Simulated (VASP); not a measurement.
# Ti (I4/mmm) in VASP: notebook

The runs below take Ti through single point, with PBEsol.

Program: VASP 6.6.1. These are calculated values, not measurements. Logs are shortened: lines on timing, memory, paths and dates and some standing lists are left out, and cuts for length are marked.

### Step 1. The cell of the first run

The structure is tetragonal, space group I4/mmm (No. 139). The conventional cell has a = 2.979 Å, b = 2.979 Å, c = 3.727 Å, α = 90.00°, β = 90.00°, γ = 90.00°. Within 3.7 Å of Ti (site symmetry 4/mmm) lie 12 Ti at 2.81 to 2.98 Å.

### Step 2. Single point, PBEsol (volume 16.537 Å^3 an atom, c/a of the conventional cell 1.2513)

INCAR reads:

```
SYSTEM = Ti
PREC     = Accurate       ! precision mode
ENCUT    = 520            ! plane-wave cutoff, eV
EDIFF    = 1E-6           ! SCF threshold, eV
ISMEAR   = 0              ! smearing method
SIGMA    = 0.15           ! smearing width, eV
LREAL    = .FALSE.        ! projectors in reciprocal space
LASPH    = .TRUE.         ! aspherical terms in the spheres
NELM     = 60             ! most SCF steps
ALGO     = Fast           ! electronic algorithm
ISIF     = 2              ! what is computed and relaxed
LWAVE    = .FALSE.        ! write WAVECAR
LCHARG   = .FALSE.        ! write CHGCAR
GGA      = PS             ! functional
NBANDS   = 12             ! bands
```

KPOINTS reads:

```
Automatic mesh
0
G
  22 22 22
  0 0 0
```

POSCAR reads:

```
Ti
1.0
   -1.4893878468      1.4893878468      1.8636710127
    1.4893878468     -1.4893878468      1.8636710127
    1.4893878468      1.4893878468     -1.8636710127
Ti
1
Direct
    0.0000000000      0.0000000000      0.0000000000
```

Potentials or basis: VASP PAW PBE potentials, release 64 (Ti_sv).

On the command line:

```bash
> cat potpaw_PBE.64/Ti_sv/POTCAR > POTCAR
> mpirun -np 1 vasp_std > vasp.out
```

OUTCAR:

```text
SYSTEM = Ti
   PREC = Accurate
   ENCUT = 520
   EDIFF = 1E-6
   ISMEAR = 0
   LREAL = .FALSE.
   LASPH = .TRUE.
   NELM = 60
   ISIF = 2
   GGA = PS

 ion  position               nearest neighbor table
   1  0.000  0.000  0.000-

  LATTYP: Found a body centered tetragonal cell.
 ALAT       =     2.9787756936
 C/A-ratio  =     1.2513000000

  Lattice vectors:

 A1 = (  -1.4893878468,   1.4893878468,   1.8636710127)
 A2 = (   1.4893878468,  -1.4893878468,   1.8636710127)
 A3 = (   1.4893878468,   1.4893878468,  -1.8636710127)

Analysis of symmetry for initial positions (statically):
=====================================================================
 Subroutine PRICEL returns:
 Original cell was already a primitive cell.

 Routine SETGRP: Setting up the symmetry group for a
 body centered tetragonal supercell.

 Subroutine GETGRP returns: Found 16 space group operations
 (whereof 16 operations were pure point group operations)
 out of a pool of 16 trial point group operations.

The static configuration has the point symmetry D_4h.

Analysis of symmetry for dynamics (positions and initial velocities):
=====================================================================
 Subroutine PRICEL returns:
 Original cell was already a primitive cell.

 Routine SETGRP: Setting up the symmetry group for a
 body centered tetragonal supercell.

 Subroutine GETGRP returns: Found 16 space group operations
 (whereof 16 operations were pure point group operations)
 out of a pool of 16 trial point group operations.

The dynamic configuration has the point symmetry D_4h.

 Subroutine INISYM returns: Found 16 space group operations
 (whereof 16 operations are pure point group operations),
 and found     1 'primitive' translations

----------------------------------------------------------------------------------------

                                     Primitive cell

  volume of cell :      16.5365

  direct lattice vectors                    reciprocal lattice vectors
    -1.489387847  1.489387847  1.863671013     0.000000000  0.335708393  0.268287695
     1.489387847 -1.489387847  1.863671013     0.335708393  0.000000000  0.268287695
     1.489387847  1.489387847 -1.863671013     0.335708393  0.335708393  0.000000000

  length of vectors
     2.812440570  2.812440570  2.812440570     0.429742262  0.429742262  0.474763362

  position of ions in fractional coordinates (direct lattice)
     0.000000000  0.000000000  0.000000000

  ion indices of the primitive-cell ions
   primitive index   ion index
                 1           1

----------------------------------------------------------------------------------------

 KPOINTS: Automatic mesh

Automatic generation of k-mesh.
 Grid dimensions read from file:
 generate k-points for:   22   22   22

 Generating k-lattice:

  Cartesian coordinates                     Fractional coordinates (reciprocal lattice)
     0.000000000  0.015259472  0.012194895     0.045454545  0.000000000  0.000000000
     0.015259472  0.000000000  0.012194895     0.000000000  0.045454545  0.000000000
     0.015259472  0.015259472  0.000000000     0.000000000  0.000000000  0.045454545

  Length of vectors
     0.019533739  0.019533739  0.021580153

  Shift w.r.t. Gamma in fractional coordinates (k-lattice)
     0.000000000  0.000000000  0.000000000

 Subroutine IBZKPT returns following result:
 ===========================================

 Found    834 irreducible k-points:

 Following reciprocal coordinates:
            Coordinates               Weight
  0.000000  0.000000  0.000000      1.000000
  0.045455  0.000000 -0.000000      8.000000
  0.090909  0.000000 -0.000000      8.000000
  0.136364  0.000000 -0.000000      8.000000
  0.181818  0.000000 -0.000000      8.000000
  0.227273  0.000000 -0.000000      8.000000
[... 16 lines left out ...]
  0.500000  0.045455  0.000000     16.000000
 -0.454545  0.045455  0.000000     16.000000
 [... further k-points ...]
   k-points           NKPTS =    834   k-points in BZ     NKDIM =    834   number of bands    NBANDS=     12
[... 38 lines left out ...]
 maximum number of plane-waves:       463
 NGX is ok and might be reduce to    24
   NGX = 11   NGY = 11   NGZ = 11

 number of electron      12.0000000 magnetization

 Free energy of the ion-electron system (eV)
  ---------------------------------------------------
  ext. energy  EPLUGINS =         0.00000000
  ---------------------------------------------------
  free energy    TOTEN  =        -8.27676980 eV

  energy without entropy =       -8.25441831  energy(sigma->0) =       -8.26559405

 E-fermi :   8.5860     XC(G=0): -11.8720

 val. band max:        8.5833424282   @ k =  -0.3182   0.3636   0.1364
 cond. band min:       8.5865132549   @ k =  -0.0455  -0.3182   0.0455
 fundamental gap:      0.0031708267
 Fermi energy:         8.5859629288

 k-point     1 :       0.0000    0.0000    0.0000
  band No.  band energies     occupation
      1     -47.7730      2.00000
      2     -23.6665      2.00000
      3     -23.6665      2.00000
      4     -23.6533      2.00000
      5       2.4148      2.00000
      6       9.2955      0.00000
      7       9.2955      0.00000
      8      10.2083      0.00000
      9      10.6440      0.00000
     10      11.6807      0.00000
     11      24.4146      0.00000
     12      27.8263      0.00000

 k-point     2 :       0.0455    0.0000   -0.0000
  band No.  band energies     occupation
      1     -47.7700      2.00000
      2     -23.6801      2.00000
      3     -23.6700      2.00000
      4     -23.6576      2.00000
      5       2.4857      2.00000
      6       9.2839      0.00000
      7       9.3196      0.00000
      8      10.1985      0.00000
      9      10.6366      0.00000
     10      11.6572      0.00000
     11      24.4728      0.00000
     12      27.5682      0.00000

 k-point     3 :       0.0909    0.0000   -0.0000
  band No.  band energies     occupation
      1     -47.7609      2.00000
      2     -23.7279      2.00000
      3     -23.6798      2.00000
      4     -23.6614      2.00000
      5       2.6951      2.00000
      6       9.2362      0.00000
      7       9.3797      0.00000
      8      10.1858      0.00000
      9      10.6283      0.00000
     10      11.5944      0.00000
     11      24.6040      0.00000
     12      26.8171      0.00000
[... 286 lines left out ...]
 k-point    23 :       0.5000    0.0455    0.0000
  band No.  band energies     occupation
      1     -47.6178      2.00000
      2     -24.4548      2.00000
      3     -23.8366      2.00000
      4     -23.7046      2.00000
      5       5.9577      2.00000
      6       8.8051      0.03879
      7       9.3265      0.00000
      8      10.0743      0.00000
      9      12.1841      0.00000
     10      12.7527      0.00000
     11      17.4104      0.00000
     12      23.1523      0.00000

 k-point    24 :      -0.4545    0.0455    0.0000
  band No.  band energies     occupation
      1     -47.6234      2.00000
      2     -24.4273      2.00000
      3     -23.8293      2.00000
      4     -23.7048      2.00000
      5       5.8920      2.00000
      6       8.8340      0.01936
      7       9.1432      0.00000
      8      10.1042      0.00000
      9      12.1397      0.00000
     10      12.5903      0.00000
     11      17.8304      0.00000
     12      23.2947      0.00000

 [... further k-points ...]
[... 5 lines left out ...]
  --------------------------------------------------------------------------------------
  -------------------------------------------------------------------------------------
  Total       -0.0476771     -0.0476771      0.2745085      0.0000000      0.0000000      0.0000000
  in kB       -4.6192940     -4.6192940     26.5963225      0.0000000      0.0000000      0.0000000
  external PRESSURE =       5.7859115 kB  Pullay stress =       0.0000000 kB

 VOLUME and BASIS-vectors are now :
 -----------------------------------------------------------------------------
  energy-cutoff  :      520.00
  volume of cell :       16.54
      direct lattice vectors                 reciprocal lattice vectors
    -1.489387847  1.489387847  1.863671013     0.000000000  0.335708393  0.268287695
     1.489387847 -1.489387847  1.863671013     0.335708393  0.000000000  0.268287695
     1.489387847  1.489387847 -1.863671013     0.335708393  0.335708393  0.000000000

 POSITION                                       TOTAL-FORCE (eV/Angst)
 -----------------------------------------------------------------------------------
      0.00000      0.00000      0.00000         0.000000     -0.000000      0.000000
 -----------------------------------------------------------------------------------
    total drift:                                0.000000      0.000000     -0.000000

  FREE ENERGIE OF THE ION-ELECTRON SYSTEM (eV)
  ---------------------------------------------------
  free  energy   TOTEN  =        -8.2767697960 eV

  energy  without entropy=       -8.2544183054  energy(sigma->0) =       -8.26559405
```

It took 87 s on 1 thread of Intel Xeon 6975P-C (Granite Rapids), shared host; peak memory 0.27 GiB.

Results:

```yaml
Free_energy: -8.2768 eV
Pressure: 0.6 GPa
Band_gap_on_the_k_mesh: zero (band 6 reaches 9.44 eV, above the bottom of band 7 at 7.95 eV)
```

Caveat: the PAW data sets were made with another functional, which shifts forces and pressure a little.

### Step 3. Single point, PBEsol (volume 16.537 Å^3 an atom, c/a of the conventional cell 0.9280)

INCAR reads:

```
SYSTEM = Ti
PREC     = Accurate       ! precision mode
ENCUT    = 520            ! plane-wave cutoff, eV
EDIFF    = 1E-7           ! SCF threshold, eV
ISMEAR   = 0              ! smearing method
SIGMA    = 0.15           ! smearing width, eV
LREAL    = .False.        ! projectors in reciprocal space
LASPH    = .True.         ! aspherical terms in the spheres
NELM     = 80             ! most SCF steps
ALGO     = Fast           ! electronic algorithm
ISIF     = 2              ! what is computed and relaxed
LWAVE    = .False.        ! write WAVECAR
LCHARG   = .False.        ! write CHGCAR
GGA      = PS             ! functional
NBANDS   = 12             ! bands
```

KPOINTS reads:

```
regular mesh
0
Gamma
  22 22 22
  0 0 0
```

POSCAR reads:

```
Ti
1.0
   -1.6454282974      1.6454282974      1.5269574600
    1.6454282974     -1.6454282974      1.5269574600
    1.6454282974      1.6454282974     -1.5269574600
Ti
1
Direct
    0.0000000000      0.0000000000      0.0000000000
```

Potentials or basis: VASP PAW PBE potentials, release 64 (Ti_sv).

On the command line:

```bash
> cat potpaw_PBE.64/Ti_sv/POTCAR > POTCAR
> mpirun -np 1 vasp_std > vasp.out
```

Run time: 1.9 min. Hardware: 1 thread of Intel Xeon 6975P-C (Granite Rapids), shared host; peak memory 0.27 GiB.

The run converged. Its results:

| Item | Value |
| --- | --- |
| Free energy | -8.2533 eV |
| Pressure | -0.1 GPa |
| Band gap on the k mesh | zero (band 6 reaches 9.44 eV, above the bottom of band 7 at 7.84 eV) |

Stress tensor (GPa, compression positive):
```
 0.69  0.00  0.00
 0.00  0.69  0.00
 0.00  0.00 -1.63
```

Levels at points of the mesh, in eV from the Fermi level:
| k point | band 3 | band 4 | band 5 | band 6 | band 7 | band 8 | band 9 | band 10 |
| --- | --- | --- | --- | --- | --- | --- | --- | --- |
| (0.00, 0.00, 0.00) | -32.12 | -32.12 | -6.07 | 0.64 | 1.23 | 1.23 | 2.49 | 3.19 |
| (0.50, 0.00, 0.00) | -32.37 | -32.15 | -2.60 | -0.69 | 1.49 | 2.89 | 3.56 | 4.54 |
| (0.50, 0.50, 0.00) | -32.33 | -32.10 | -2.59 | 0.01 | 0.95 | 2.42 | 3.07 | 4.47 |
| (0.50, 0.50, 0.50) | -32.69 | -32.58 | -2.39 | -2.19 | 4.11 | 4.11 | 4.26 | 8.03 |

Caveat: the PAW data sets were made with another functional, which shifts forces and pressure a little.

### Step 4. Single point, PBEsol (volume 16.537 Å^3 an atom, c/a of the conventional cell 1.0776)

INCAR reads:

```
PREC     = Accurate       # precision mode
ENCUT    = 520            # plane-wave cutoff, eV
EDIFF    = 1E-6           # SCF threshold, eV
ISMEAR   = 0              # smearing method
SIGMA    = 0.15           # smearing width, eV
LREAL    = F              # projectors in reciprocal space
LASPH    = T              # aspherical terms in the spheres
NELM     = 100            # most SCF steps
ALGO     = Fast           # electronic algorithm
ISIF     = 2              # what is computed and relaxed
LWAVE    = F              # write WAVECAR
LCHARG   = F              # write CHGCAR
GGA      = PS             # functional
NBANDS   = 12             # bands
```

KPOINTS reads:

```
Automatic mesh
0
Gamma
  22 22 22
```

POSCAR reads:

```
Ti
1.0
   -1.5654616263      1.5654616263      1.6869414485
    1.5654616263     -1.5654616263      1.6869414485
    1.5654616263      1.5654616263     -1.6869414485
Ti
1
Direct
    0.0000000000      0.0000000000      0.0000000000
```

On the command line:

```bash
> cat potpaw_PBE.64/Ti_sv/POTCAR > POTCAR
> mpirun -np 1 vasp_std > vasp.out
```

Run time: 88 s. Hardware: 1 thread of Intel Xeon 6975P-C (Granite Rapids), shared host; peak memory 0.27 GiB.

It converged, with:

| Property | Result |
| --- | --- |
| Free energy | -8.2510 eV |
| Pressure | -0.1 GPa |
| Band gap on the k mesh | zero (band 6 reaches 9.48 eV, above the bottom of band 7 at 7.83 eV) |

Stress tensor (GPa, compression positive):
```
-0.49  0.00  0.00
 0.00 -0.49  0.00
 0.00  0.00  0.77
```

Levels at points of the mesh, in eV from the Fermi level:
```csv
k point,band 4,band 5,band 6,band 7,band 8,band 9
"(0.00, 0.00, 0.00)",-32.11,-6.07,0.86,0.86,1.39,2.53
"(0.50, 0.00, 0.00)",-32.11,-2.59,-0.23,1.14,2.50,3.33
"(0.50, 0.50, 0.00)",-32.16,-2.61,-0.90,1.66,3.28,3.46
"(0.50, 0.50, 0.50)",-32.62,-2.40,-2.18,4.07,4.21,4.21
```

Caveat: the PAW data sets were made with another functional, which shifts forces and pressure a little.

### Step 5. Single point, PBEsol (volume 17.418 Å^3 an atom, c/a of the conventional cell 1.1612)

INCAR reads:

```
ALGO = Fast
EDIFF = 1E-6
ENCUT = 520
GGA = PS
ISIF = 2
ISMEAR = 0
LASPH = T
LCHARG = F
LREAL = F
LWAVE = F
NBANDS = 12
NELM = 60
PREC = Accurate
SIGMA = 0.15
```

KPOINTS reads:

```
k-points
0
Gamma
  22 22 22
```

POSCAR reads:

```
Ti
1.0
   -1.5536162530      1.5536162530      1.8040591930
    1.5536162530     -1.5536162530      1.8040591930
    1.5536162530      1.5536162530     -1.8040591930
Ti
1
Direct
    0.0000000000      0.0000000000      0.0000000000
```

On the command line:

```bash
> cat potpaw_PBE.64/Ti_sv/POTCAR > POTCAR
> mpirun -np 1 vasp_std > vasp.out
```

Run time: 88 s. Hardware: 1 thread of Intel Xeon 6975P-C (Granite Rapids), shared host; peak memory 0.28 GiB.

Results (log left out):

| Property | Result |
| --- | --- |
| Free energy | -8.2480 eV |
| Pressure | -5.1 GPa |
| Band gap on the k mesh | zero (band 6 reaches 8.93 eV, above the bottom of band 7 at 7.37 eV) |

Stress tensor (GPa, compression positive):
```
-6.09  0.00  0.00
 0.00 -6.09  0.00
 0.00  0.00 -3.20
```

Levels at points of the mesh, in eV from the Fermi level:
```
           k point  band 3  band 4  band 5  band 6  band 7  band 8  band 9  band 10
(0.00, 0.00, 0.00)  -32.35  -32.34   -6.01    0.71    0.71    1.63    1.98     3.01
(0.50, 0.00, 0.00)  -32.52  -32.35   -2.51    0.02    0.83    1.86    3.23     4.03
(0.50, 0.50, 0.00)  -32.59  -32.43   -2.52   -1.18    1.80    3.32    3.38     4.24
(0.50, 0.50, 0.50)  -32.73  -32.73   -2.35   -1.94    3.68    3.93    3.93     5.68
```

Caveat: the PAW data sets were made with another functional, which shifts forces and pressure a little.

### Step 6. Single point, PBEsol (volume 17.418 Å^3 an atom, c/a of the conventional cell 1.5658)

INCAR reads:

```
SYSTEM = Ti
PREC     = Accurate       ! precision mode
ENCUT    = 520            ! plane-wave cutoff, eV
EDIFF    = 1E-7           ! SCF threshold, eV
ISMEAR   = 0              ! smearing method
SIGMA    = 0.15           ! smearing width, eV
LREAL    = .False.        ! projectors in reciprocal space
LASPH    = .True.         ! aspherical terms in the spheres
NELM     = 100            ! most SCF steps
ALGO     = Fast           ! electronic algorithm
ISIF     = 2              ! what is computed and relaxed
LWAVE    = .False.        ! write WAVECAR
LCHARG   = .False.        ! write CHGCAR
GGA      = PS             ! functional
NBANDS   = 12             ! bands
```

KPOINTS reads:

```
regular mesh
0
Gamma
  22 22 22
  0 0 0
```

POSCAR reads:

```
Ti
1.0
   -1.4062655423      1.4062655423      2.2019305862
    1.4062655423     -1.4062655423      2.2019305862
    1.4062655423      1.4062655423     -2.2019305862
Ti
1
Direct
    0.0000000000      0.0000000000      0.0000000000
```

Potentials or basis: VASP PAW PBE potentials, release 64 (Ti_sv).

On the command line:

```bash
> cat potpaw_PBE.64/Ti_sv/POTCAR > POTCAR
> mpirun -np 1 vasp_std > vasp.out
```

It took 1.8 min on 1 thread of Intel Xeon 6975P-C (Granite Rapids), shared host; peak memory 0.28 GiB.

It converged, with:

```yaml
Free_energy: -8.2693 eV
Pressure: -4.9 GPa
Band_gap_on_the_k_mesh: zero (band 6 reaches 8.69 eV, above the bottom of band 7 at 7.45 eV)
```

Stress tensor (GPa, compression positive):
```
-3.87  0.00  0.00
 0.00 -3.87  0.00
 0.00  0.00 -6.92
```

Levels at points of the mesh, in eV from the Fermi level:
```tsv
k point	band 3	band 4	band 5	band 6	band 7	band 8	band 9	band 10
(0.00, 0.00, 0.00)	-32.40	-32.40	-6.05	0.37	1.23	1.23	1.97	2.97
(0.50, 0.00, 0.00)	-32.54	-32.44	-2.55	0.38	0.70	1.22	3.45	3.75
(0.50, 0.50, 0.00)	-32.76	-32.61	-2.52	-1.67	3.50	3.51	3.54	4.21
(0.50, 0.50, 0.50)	-32.57	-32.57	-2.59	-1.55	1.71	3.65	3.85	3.85
```

Caveat: the PAW data sets were made with another functional, which shifts forces and pressure a little.

### Step 7. Summary

| cell | further INCAR settings | gap on the mesh (eV) | pressure (GPa) |
| --- | --- | --- | --- |
| a = 2.812 Å, angles 116.0, 116.0, 97.0°, 1 atom | ALGO = Fast; EDIFF = 1e-06; NBANDS = 12 | none | 0.6 |
| a = 2.783 Å, angles 107.5, 107.5, 113.5°, 1 atom | ALGO = Fast; EDIFF = 1e-07; NBANDS = 12 | none | -0.1 |
| a = 2.783 Å, angles 111.6, 111.6, 105.4°, 1 atom | ALGO = Fast; EDIFF = 1e-06; NBANDS = 12 | none | -0.1 |
| a = 2.843 Å, angles 113.7, 113.7, 101.2°, 1 atom | ALGO = Fast; EDIFF = 1e-06; NBANDS = 12 | none | -5.1 |
| a = 2.967 Å, angles 123.4, 123.4, 84.2°, 1 atom | ALGO = Fast; EDIFF = 1e-07; NBANDS = 12 | none | -4.9 |

Alike in all rows: task single point; level PBEsol; potentials or basis VASP PAW PBE potentials, release 64 (Ti_sv); no spin polarisation; k mesh 22 × 22 × 22; cutoff (eV) 520; smearing gaussian 0.15 eV.

Caveats: the PAW data sets were made with another functional, which shifts forces and pressure a little.

Total energies depend on the potentials used, so only differences within one code and one set of settings carry meaning.
